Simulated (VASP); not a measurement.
Here is a VASP 6.6.1 calculation.

File INCAR:

```
PREC = Accurate
ENCUT = 520
EDIFF = 1E-7
ISMEAR = 0
SIGMA = 0.1
LREAL = F
LASPH = T
NELM = 60
ALGO = Normal
ISIF = 2
LWAVE = F
LCHARG = F
GGA = PE
NBANDS = 30
```

KPOINTS

```
Automatic mesh
0
Gamma
  4 4 4
```

POSCAR

```
P
1.0
    5.3394575200      0.0000000000      0.0000000000
    0.0000000000      5.3394575200      0.0000000000
    0.0000000000      0.0000000000      5.3394575200
P
8
Direct
    0.0573973200      0.0573973200      0.0573973200
    0.4426026800      0.9426026800      0.5573973200
    0.5573973200      0.4426026800      0.9426026800
    0.9426026800      0.5573973200      0.4426026800
    0.9426026800      0.9426026800      0.9426026800
    0.5573973200      0.0573973200      0.4426026800
    0.4426026800      0.5573973200      0.0573973200
    0.0573973200      0.4426026800      0.5573973200
```

Potentials or basis: VASP PAW PBE potentials, release 64 (P).

Launch:

```sh
$ cat potpaw_PBE.64/P/POTCAR > POTCAR
$ mpirun -np 1 vasp_std > vasp.out
```

Task: Predict the pressure.

Result: 358.9 GPa.

Task: Predict the band gap on the k mesh.

Result: Zero (bands 20 and 21 overlap by 0.72 eV).

Task: Estimate the largest force.

Result: 235.973 eV/Å.

Forces in eV/Å, atoms in the order of the input:
```
P    136.239  136.239  136.239
P   -136.239 -136.239  136.239
P    136.239 -136.239 -136.239
P   -136.239  136.239 -136.239
P   -136.239 -136.239 -136.239
P    136.239  136.239 -136.239
P   -136.239  136.239  136.239
P    136.239 -136.239  136.239
```

Caveat: atoms lie so close that the PAW spheres overlap strongly, which falsifies energies and pressures; the cell stands under pressure; this functional lacks dispersion, which holds the molecules together, so the pressure and a relaxed volume are unreliable; forces of over 1 eV/Å act on the atoms, so gaps and moduli don't describe the material at rest.
